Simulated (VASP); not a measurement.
# Zr (Fm-3m) in VASP: further runs

Zr is run at these levels: r2SCAN; tasks: single point.

Program: VASP 6.6.1. These are calculated values, not measurements. Logs are shortened: lines on timing, memory, paths and dates and some standing lists are left out, and cuts for length are marked.

### Step 1. The cell of the first run

It takes space group Fm-3m (No. 225, cubic). The conventional cell has a = 4.648 Å, b = 4.648 Å, c = 4.648 Å, α = 90.00°, β = 90.00°, γ = 90.00°. Zr (site symmetry m-3m) has 12 Zr at 3.29 Å within 4.3 Å.

This isn't the form of Zr at room conditions, which is hcp.

### Step 2. Single point, r2SCAN, collinear spin (25.10 Å³/atom)

Contents of POSCAR:

```
Zr
1.0
    0.0000000000      2.3239745120      2.3239745120
    2.3239745120      0.0000000000      2.3239745120
    2.3239745120      2.3239745120      0.0000000000
Zr
1
Direct
    0.0000000000      0.0000000000      0.0000000000
```

Contents of INCAR.step1:

```
PREC = Accurate
ENCUT = 520
ISMEAR = -1
SIGMA = 0.05
LREAL = False
LASPH = True
NELM = 150
ISPIN = 2
MAGMOM = 1
LMAXMIX = 4
NBANDS = 16
GGA = PE
ALGO = Normal
EDIFF = 1E-4
LWAVE = True
LCHARG = False
```

Contents of INCAR.step2:

```
PREC = Accurate
ENCUT = 520
EDIFF = 1E-6
ISMEAR = -1
SIGMA = 0.05
LREAL = False
LASPH = True
NELM = 150
ALGO = Normal
ISIF = 2
LWAVE = False
LCHARG = False
ISPIN = 2
MAGMOM = 1
LORBIT = 11
LMAXMIX = 4
METAGGA = R2SCAN
LMIXTAU = True
NBANDS = 16
ISTART = 1
```

Contents of KPOINTS:

```
regular mesh
0
Gamma
  13 13 13
```

Potentials or basis: VASP PAW PBE potentials, release 64 (Zr_sv).

The run is started by

```
> cat potpaw_PBE.64/Zr_sv/POTCAR > POTCAR
> cp INCAR.step1 INCAR
> mpirun -np 1 vasp_std > vasp.out
> cp INCAR.step2 INCAR
> mpirun -np 1 vasp_std > vasp.out
```

OUTCAR:

```text
PREC = Accurate
   ENCUT = 520
   EDIFF = 1E-6
   ISMEAR = -1
   LREAL = False
   LASPH = True
   NELM = 150
   ISIF = 2
   ISPIN = 2
   LORBIT = 11
   METAGGA = R2SCAN
   ISTART = 1

 ion  position               nearest neighbor table
   1  0.000  0.000  0.000-

  LATTYP: Found a face centered cubic cell.
 ALAT       =     4.6479490240

  Lattice vectors:

 A1 = (   0.0000000000,   2.3239745120,   2.3239745120)
 A2 = (   2.3239745120,   0.0000000000,   2.3239745120)
 A3 = (   2.3239745120,   2.3239745120,   0.0000000000)

Analysis of symmetry for initial positions (statically):
=====================================================================
 Subroutine PRICEL returns:
 Original cell was already a primitive cell.

 Routine SETGRP: Setting up the symmetry group for a
 face centered cubic supercell.

 Subroutine GETGRP returns: Found 48 space group operations
 (whereof 48 operations were pure point group operations)
 out of a pool of 48 trial point group operations.

The static configuration has the point symmetry O_h .

Analysis of symmetry for dynamics (positions and initial velocities):
=====================================================================
 Subroutine PRICEL returns:
 Original cell was already a primitive cell.

 Routine SETGRP: Setting up the symmetry group for a
 face centered cubic supercell.

 Subroutine GETGRP returns: Found 48 space group operations
 (whereof 48 operations were pure point group operations)
 out of a pool of 48 trial point group operations.

The dynamic configuration has the point symmetry O_h .

Analysis of structural, dynamic, and magnetic symmetry:
=====================================================================
 Subroutine PRICEL returns:
 Original cell was already a primitive cell.

 Routine SETGRP: Setting up the symmetry group for a
 face centered cubic supercell.

 Subroutine GETGRP returns: Found 48 space group operations
 (whereof 48 operations were pure point group operations)
 out of a pool of 48 trial point group operations.

The overall configuration has the point symmetry O_h .

 Subroutine INISYM returns: Found 48 space group operations
 (whereof 48 operations are pure point group operations),
 and found     1 'primitive' translations

----------------------------------------------------------------------------------------

                                     Primitive cell

  volume of cell :      25.1029

  direct lattice vectors                    reciprocal lattice vectors
     0.000000000  2.323974512  2.323974512    -0.215148659  0.215148659  0.215148659
     2.323974512  0.000000000  2.323974512     0.215148659 -0.215148659  0.215148659
     2.323974512  2.323974512  0.000000000     0.215148659  0.215148659 -0.215148659

  length of vectors
     3.286596273  3.286596273  3.286596273     0.372648409  0.372648409  0.372648409

  position of ions in fractional coordinates (direct lattice)
     0.000000000  0.000000000  0.000000000

  ion indices of the primitive-cell ions
   primitive index   ion index
                 1           1

----------------------------------------------------------------------------------------

 KPOINTS: regular mesh

Automatic generation of k-mesh.
 Grid dimensions read from file:
 generate k-points for:   13   13   13

 Generating k-lattice:

  Cartesian coordinates                     Fractional coordinates (reciprocal lattice)
    -0.016549897  0.016549897  0.016549897     0.076923077  0.000000000  0.000000000
     0.016549897 -0.016549897  0.016549897     0.000000000  0.076923077  0.000000000
     0.016549897  0.016549897 -0.016549897     0.000000000  0.000000000  0.076923077

  Length of vectors
     0.028665262  0.028665262  0.028665262

  Shift w.r.t. Gamma in fractional coordinates (k-lattice)
     0.000000000  0.000000000  0.000000000

 Subroutine IBZKPT returns following result:
 ===========================================

 Found     84 irreducible k-points:

 Following reciprocal coordinates:
            Coordinates               Weight
  0.000000  0.000000  0.000000      1.000000
  0.076923  0.000000  0.000000      8.000000
  0.153846  0.000000  0.000000      8.000000
  0.230769  0.000000  0.000000      8.000000
  0.307692  0.000000  0.000000      8.000000
  0.384615  0.000000  0.000000      8.000000
[... 16 lines left out ...]
  0.384615  0.153846  0.000000     24.000000
  0.461538  0.153846  0.000000     24.000000
 [... further k-points ...]
   k-points           NKPTS =     84   k-points in BZ     NKDIM =     84   number of bands    NBANDS=     16
   number of dos      NEDOS =    301   number of ions     NIONS =      1
   total plane-waves  NPLWV =  13824
   dimension x,y,z NGX =    24 NGY =   24 NGZ =   24
   dimension x,y,z NGXF=    48 NGYF=   48 NGZF=   48
   ions per type =               1
   NGX,Y,Z   is equivalent  to a cutoff of  12.14, 12.14, 12.14 a.u.
   NGXF,Y,Z  is equivalent  to a cutoff of  24.28, 24.28, 24.28 a.u.
 SYSTEM =  unknown system
   PREC   = accura    normal or accurate (medium, high low for compatibility)
   ISTART =      1    job   : 0-new  1-cont  2-samecut
   ICHARG =      0    charge: 1-file 2-atom 10-const
   ISPIN  =      2    spin polarized calculation?
   LNONCOLLINEAR =      F non collinear calculations
   LSORBIT =      F    spin-orbit coupling
   LASPH  =      T    aspherical Exc in radial PAW
   ENCUT  =  520.0 eV  38.22 Ry    6.18 a.u.   6.11  6.11  6.11*2*pi/ulx,y,z
   NELM   =    150;   NELMIN=  2; NELMDL=  0     # of ELM steps
   EDIFF  = 0.1E-05   stopping-criterion for ELM
   LREAL  =      F    real-space projection
   EDIFFG = 0.1E-04   stopping-criterion for IOM
   NSW    =      0    number of steps for IOM
   IBRION =     -1    ionic relax: 0-MD 1-quasi-New 2-CG
   NFREE  =      0    steps in history (QN), initial steepest desc. (CG)
   ISIF   =      2    stress and relaxation
   ISYM   =      2    0-nonsym 1-usesym 2-fastsym
   POTIM  = 0.5000    time-step for ionic-motion
   TEBEG  =    0.0;   TEEND  =   0.0 temperature during run
   PSTRESS=    0.0 pullay stress
   NELECT =      12.0000    total number of electrons
   NUPDOWN=      -1.0000    fix difference up-down
   EMIN   =  10.00;   EMAX   =-10.00  energy-range for DOS
   EFERMI =   0.00;   METHOD = LEGACY
   ISMEAR =    -1;   SIGMA  =   0.05  broadening in eV -4-tet -1-fermi 0-gaus
   EFERMI_NEDOS =   21; number of points for ismear=-14 and -15
   IALGO  =     38    algorithm
   IMIX   =      4    mixing-type and parameters
     AMIX     =   0.40;   BMIX     =  1.00
     AMIX_MAG =   1.60;   BMIX_MAG =  1.00
  volume/ion in A,a.u.               =      25.10       169.40
  Fermi-wavevector in a.u.,A,eV,Ry     =   1.280051  2.418945 22.293556  1.638530
  Thomas-Fermi vector in A             =   2.412501
   LORBIT       =     11    0 simple, 1 ext, 2 COOP (PROOUT), +10 PAW based schemes
   METAGGA = R2SCAN    functional components
   LHFCALC =     F    Hartree Fock is set to
   AEXX    =    0.0000 exact exchange contribution
   IVDW    =     0    specifies the selected vdW correction
   LEPSILON=     F    determine dielectric tensor
   LRPA    =     F    only Hartree local field effects (RPA)
 spin polarized calculation
  energy-cutoff  :      520.00
  volume of cell :       25.10
 maximum number of plane-waves:       688
   NGX = 13   NGY = 13   NGZ = 13

 number of electron      12.0000000 magnetization       0.0000871

 number of electron      12.0000000 magnetization      -0.0000034

 Free energy of the ion-electron system (eV)
  ---------------------------------------------------
  ext. energy  EPLUGINS =         0.00000000
  ---------------------------------------------------
  free energy    TOTEN  =       -22.66695252 eV

  energy without entropy =      -22.65517203  energy(sigma->0) =      -22.66106227

 E-fermi :   8.0618     XC(G=0): -11.5965

 val. band max:        8.0500422189   @ k =   0.3077   0.0000   0.0000
 cond. band min:       8.0666964963   @ k =  -0.3846   0.3077   0.1538
 fundamental gap:      0.0166542774
 Fermi energy:         8.0617887809

 spin component 1

 k-point     1 :       0.0000    0.0000    0.0000
  band No.  band energies     occupation
      1     -42.4808      1.00000
      2     -19.3714      1.00000
      3     -19.3714      1.00000
      4     -19.3714      1.00000
      5       2.3306      1.00000
      6       9.1809      0.00000
[... 8 lines left out ...]
     15      26.8036      0.00000
     16      33.5672      0.00000

 k-point     2 :       0.0769    0.0000    0.0000
  band No.  band energies     occupation
      1     -42.4745      1.00000
      2     -19.4193      1.00000
      3     -19.3774      1.00000
      4     -19.3774      1.00000
      5       2.5138      1.00000
      6       9.0063      0.00000
[... 8 lines left out ...]
     15      27.8459      0.00000
     16      32.0352      0.00000

 k-point     3 :       0.1538    0.0000    0.0000
  band No.  band energies     occupation
      1     -42.4571      1.00000
      2     -19.5505      1.00000
      3     -19.3939      1.00000
      4     -19.3938      1.00000
      5       3.0309      1.00000
      6       8.5984      0.00002
[... 8 lines left out ...]
     15      28.5215      0.00000
     16      30.7692      0.00000
[... 362 lines left out ...]
 k-point    23 :       0.3846    0.1538    0.0000
  band No.  band energies     occupation
      1     -42.3843      1.00000
      2     -19.9604      1.00000
      3     -19.5241      1.00000
      4     -19.5086      1.00000
      5       5.2416      1.00000
      6       7.5358      0.99997
[... 8 lines left out ...]
     15      28.2441      0.00000
     16      29.0753      0.00000

 k-point    24 :       0.4615    0.1538    0.0000
  band No.  band energies     occupation
      1     -42.3672      1.00000
      2     -20.0645      1.00000
      3     -19.5625      1.00000
      4     -19.5151      1.00000
      5       5.6456      1.00000
      6       7.6900      0.99941
[... 8 lines left out ...]
     15      29.0712      0.00000
     16      30.5903      0.00000

 [... further k-points ...]

 spin component 2

 k-point     1 :       0.0000    0.0000    0.0000
  band No.  band energies     occupation
      1     -42.4808      1.00000
      2     -19.3714      1.00000
      3     -19.3714      1.00000
      4     -19.3714      1.00000
      5       2.3307      1.00000
      6       9.1809      0.00000
[... 8 lines left out ...]
     15      26.8036      0.00000
     16      33.5672      0.00000

 k-point     2 :       0.0769    0.0000    0.0000
  band No.  band energies     occupation
      1     -42.4745      1.00000
      2     -19.4194      1.00000
      3     -19.3774      1.00000
      4     -19.3774      1.00000
      5       2.5138      1.00000
      6       9.0063      0.00000
[... 8 lines left out ...]
     15      27.8459      0.00000
     16      32.0352      0.00000

 k-point     3 :       0.1538    0.0000    0.0000
  band No.  band energies     occupation
      1     -42.4570      1.00000
      2     -19.5505      1.00000
      3     -19.3939      1.00000
      4     -19.3939      1.00000
      5       3.0309      1.00000
      6       8.5984      0.00002
[... 8 lines left out ...]
     15      28.5215      0.00000
     16      30.7692      0.00000
[... 362 lines left out ...]
 k-point    23 :       0.3846    0.1538    0.0000
  band No.  band energies     occupation
      1     -42.3843      1.00000
      2     -19.9604      1.00000
      3     -19.5241      1.00000
      4     -19.5086      1.00000
      5       5.2416      1.00000
      6       7.5358      0.99997
[... 8 lines left out ...]
     15      28.2441      0.00000
     16      29.0753      0.00000

 k-point    24 :       0.4615    0.1538    0.0000
  band No.  band energies     occupation
      1     -42.3672      1.00000
      2     -20.0645      1.00000
      3     -19.5625      1.00000
      4     -19.5151      1.00000
      5       5.6456      1.00000
      6       7.6900      0.99941
[... 8 lines left out ...]
     15      29.0712      0.00000
     16      30.5903      0.00000

 [... further k-points ...]

------------------------ aborting loop because EDIFF is reached ----------------------------------------

  FORCE on cell =-STRESS in cart. coord.  units (eV):
  Direction    XX          YY          ZZ          XY          YZ          ZX
  --------------------------------------------------------------------------------------
  -------------------------------------------------------------------------------------
  Total       -0.9066617     -0.9066617     -0.9066617     -0.0000000      0.0000000      0.0000000
  in kB      -57.8671101    -57.8671101    -57.8671101     -0.0000000      0.0000000      0.0000000
  external PRESSURE =     -57.8671101 kB  Pullay stress =       0.0000000 kB

 VOLUME and BASIS-vectors are now :
 -----------------------------------------------------------------------------
  energy-cutoff  :      520.00
  volume of cell :       25.10
      direct lattice vectors                 reciprocal lattice vectors
     0.000000000  2.323974512  2.323974512    -0.215148659  0.215148659  0.215148659
     2.323974512  0.000000000  2.323974512     0.215148659 -0.215148659  0.215148659
     2.323974512  2.323974512  0.000000000     0.215148659  0.215148659 -0.215148659

 POSITION                                       TOTAL-FORCE (eV/Angst)
 -----------------------------------------------------------------------------------
      0.00000      0.00000      0.00000         0.000000      0.000000      0.000000
 -----------------------------------------------------------------------------------
    total drift:                               -0.000000     -0.000000      0.000000

  FREE ENERGIE OF THE ION-ELECTRON SYSTEM (eV)
  ---------------------------------------------------
  free  energy   TOTEN  =       -22.6669525226 eV

  energy  without entropy=      -22.6551720262  energy(sigma->0) =      -22.66106227

 total charge

# of ion       s       p       d       tot
------------------------------------------
    1        2.211   5.963   1.518   9.692

 magnetization (x)

# of ion       s       p       d       tot
------------------------------------------
    1        0.000  -0.000  -0.000  -0.000
```

Run time: 2.4 min. Hardware: 1 thread of AMD EPYC 7R13 (Zen 3), shared host; peak memory 0.16 GiB.

Results:

| Item | Value |
| --- | --- |
| Free energy | -22.6670 eV |
| Pressure | -5.8 GPa |
| Band gap on the k mesh | zero (filled and empty bands overlap) |
| Net moment | 0.00 μB per cell |
| Valence electrons inside the program's atomic spheres | Zr 9.69 |

Levels at points of the mesh, in eV from the Fermi level:
Spin up:
| k point | band 3 | band 4 | band 5 | band 6 | band 7 | band 8 | band 9 | band 10 |
| --- | --- | --- | --- | --- | --- | --- | --- | --- |
| (0.00, 0.00, 0.00) | -27.43 | -27.43 | -5.73 | 1.12 | 1.12 | 1.12 | 3.49 | 3.49 |
Spin down:
```tsv
k point	band 2	band 3	band 4	band 5	band 6	band 7	band 8	band 9	band 10	band 11
(0.00, 0.00, 0.00)	-27.43	-27.43	-27.43	-5.73	1.12	1.12	1.12	3.49	3.49	10.75
```

Caveat: the cell stands under tension; the PAW data sets were made with another functional, which shifts forces and pressure a little.

### Step 3. Single point, r2SCAN, collinear spin (26.03 Å³/atom)

This run uses another cell than the first one, of 26.03 Å³/atom.

Contents of POSCAR:

```
Zr
1.0
    0.0000000000      2.3523184580      2.3523184580
    2.3523184580      0.0000000000      2.3523184580
    2.3523184580      2.3523184580      0.0000000000
Zr
1
Direct
    0.0000000000      0.0000000000      0.0000000000
```

INCAR.step1 is that of step 2.

Edit INCAR.step2 of step 2 so:

```diff
@@ -2,3 +2,3 @@
 ENCUT = 520
-EDIFF = 1E-6
+EDIFF = 1E-7
 ISMEAR = -1
@@ -11,3 +11,3 @@
 LWAVE = False
-LCHARG = False
+LCHARG = True
 ISPIN = 2
@@ -18,2 +18,4 @@
 LMIXTAU = True
+LELF = True
+LVHAR = True
 NBANDS = 16
```

Contents of KPOINTS:

```
Automatic mesh
0
Gamma
  13 13 13
```

Potentials or basis: VASP PAW PBE potentials, release 64 (Zr_sv).

The run is started by

```
> cat potpaw_PBE.64/Zr_sv/POTCAR > POTCAR
> cp INCAR.step1 INCAR
> mpirun -np 1 vasp_std > vasp.out
> cp INCAR.step2 INCAR
> mpirun -np 1 vasp_std > vasp.out
```

Run time: 4.9 min. Hardware: 1 thread of AMD EPYC 7R13 (Zen 3), shared host; peak memory 0.19 GiB.

It converged, with:

| Property | Result |
| --- | --- |
| Free energy | -22.6260 eV |
| Pressure | -8.3 GPa |
| Band gap on the k mesh | zero (filled and empty bands overlap) |
| Net moment | 0.00 μB per cell |
| Valence electrons inside the program's atomic spheres | Zr 9.65 |

Levels at points of the mesh, in eV from the Fermi level:
Spin up:
```csv
k point,band 2,band 3,band 4,band 5,band 6,band 7,band 8,band 9,band 10,band 11
"(0.00, 0.00, 0.00)",-27.55,-27.55,-27.55,-5.65,1.10,1.10,1.10,3.37,3.37,10.68
```
Spin down:
```tsv
k point	band 3	band 4	band 5	band 6	band 7	band 8	band 9	band 10
(0.00, 0.00, 0.00)	-27.55	-27.55	-5.65	1.10	1.10	1.10	3.37	3.37
```

Caveat: the cell stands under tension; the PAW data sets were made with another functional, which shifts forces and pressure a little.
